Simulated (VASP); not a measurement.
Runs of VASP 6.6.1 on Sr. The structure is that of space group P6_3/mmc (No. 194), or close to it. The cells are those of the table. This isn't the form of Sr at room conditions, which is fcc.

```tsv
cell	k mesh	further INCAR settings	gap on the mesh (eV)	pressure (GPa)
a = 4.278, b = 4.278, c = 7.016 Å, angles 90.0, 90.0, 120.0°, 2 atoms	12 × 12 × 8	ALGO = Fast; EDIFF = 1e-06; NBANDS = 17	none	-0.6
a = 4.195, b = 4.195, c = 6.879 Å, angles 90.3, 89.4, 120.0°, 2 atoms	12 × 12 × 8	ALGO = Fast; EDIFF = 1e-06; NBANDS = 17	none	0.0
a = 4.153, b = 4.153, c = 6.810 Å, angles 90.0, 90.0, 120.0°, 2 atoms	12 × 12 × 8	ALGO = Fast; EDIFF = 1e-06; NBANDS = 17	none	0.4
a = 4.320, b = 4.320, c = 7.085 Å, angles 90.0, 90.0, 120.0°, 2 atoms	12 × 12 × 8	ALGO = Fast; EDIFF = 1e-06; NBANDS = 17	none	-0.9
a = 4.069, b = 4.069, c = 6.672 Å, angles 90.0, 90.0, 120.0°, 2 atoms	12 × 12 × 8	ALGO = Fast; EDIFF = 1e-06; NBANDS = 17	none	(a)
a = 4.195, b = 4.195, c = 6.879 Å, angles 90.0, 90.0, 120.0°, 2 atoms	12 × 12 × 8	ALGO = Fast; EDIFF = 1e-07; NBANDS = 17	none	0.0
a = 4.195, b = 4.195, c = 6.879 Å, angles 90.0, 90.0, 120.0°, 2 atoms	9 × 9 × 5	ALGO = Fast; EDIFF = 1e-06; NBANDS = 17	none	0.0
a = 4.195, b = 4.195, c = 6.879 Å, angles 90.0, 90.0, 120.0°, 2 atoms	12 × 12 × 6	ALGO = Fast; EDIFF = 1e-07; NBANDS = 17	none	0.0
```

Alike in all rows: task single point; level PBEsol; potentials or basis VASP PAW PBE potentials, release 64 (Sr_sv); no spin polarisation; cutoff (eV) 520; smearing gaussian 0.1 eV.

**Question.** Estimate the missing entries.

**Answer.** (a) 1.3.

Caveats: the PAW data sets were made with another functional, which shifts forces and pressure a little.

A k mesh can miss the band edges, and the runs leave out spin-orbit coupling on Sr.

A gap of «none» marks levels without a gap at the run's occupations.
